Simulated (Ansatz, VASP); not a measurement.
This is a calculation of P for VASP 6.6.1.

INCAR

```
SYSTEM = P
PREC = Accurate
ENCUT = 520
EDIFF = 1E-6
ISMEAR = -1
SIGMA = 0.05
LREAL = .FALSE.
LASPH = .TRUE.
NELM = 100
ALGO = Normal
ISIF = 2
LWAVE = .FALSE.
LCHARG = .FALSE.
NBANDS = 18
```

Contents of KPOINTS:

```
Automatic mesh
0
G
  8 1 6
  0 0 0
```

File POSCAR:

```
P
1.0
    3.3054748950      0.0000000000      0.0000000000
    0.0000000000     35.0878789824      0.0000000000
    0.0000000000      0.0000000000      4.6627616617
P
4
Direct
    0.5000000000      0.9702614300      0.9078492800
    0.5000000000      0.0297385700      0.0921507200
    0.0000000000      0.0297385700      0.4078492800
    0.0000000000      0.9702614300      0.5921507200
```

Potentials or basis: VASP PAW LDA potentials, release 64 (P).

Launch:

```sh
$ cat potpaw_LDA.64/P/POTCAR > POTCAR
$ mpirun -np 1 vasp_std > vasp.out
```

Question: Translate it to Ansatz 0.2.0. Potentials there: all-electron LAPW, scalar-relativistic.

Answer: As run (the cutoff follows the program's own potentials):

Contents of input.yaml:

```yaml
crystal:
  lattice:
    - [3.305474895, 0.0, 0.0]
    - [0.0, 35.0878789824, 0.0]
    - [0.0, 0.0, 4.6627616617]
  atoms:
    - { symbol: P, position: [0.5, 0.97026143, 0.90784928] }
    - { symbol: P, position: [0.5, 0.02973857, 0.09215072] }
    - { symbol: P, position: [0.0, 0.02973857, 0.40784928] }
    - { symbol: P, position: [0.0, 0.97026143, 0.59215072] }
kpoints:
  mp_grid: { grid: [8, 1, 6] }
scf:
  occupations: { method: fermi_dirac, width: 0.05 }
hamiltonian:
  xc: lda
  pseudopotentials: { kind: all_electron, lapw: { basis_error: 0.002 } }
output:
  forces: true
  stress: true
  eigenvalues: true
```

Potentials or basis: all-electron LAPW, scalar-relativistic.

Launch:

```console
$ ansatz run input.yaml --threads 2 --pin off --max-ram 6144MiB --backend cpu --events-out ev --progress --plain --runs-dir out
```

Both were run:

|  | VASP | Ansatz | Ansatz less VASP |
| --- | --- | --- | --- |
| gap on the k mesh at the Fermi level (eV) | 0.87 | 0.86 | -0.009 |
| least direct gap on the mesh (eV) | 0.87 | 0.86 | -0.009 |
| rms of the force components (eV/Å) | 0.110 | 0.101 | -0.0094 |

LDA's correlation is that of Perdew and Zunger in VASP and of Perdew and Wang (1992) in Ansatz. Atom by atom the forces differ by 0.024 eV/Å (rms over components). Ansatz ran all-electron here, and VASP with PAW potentials.
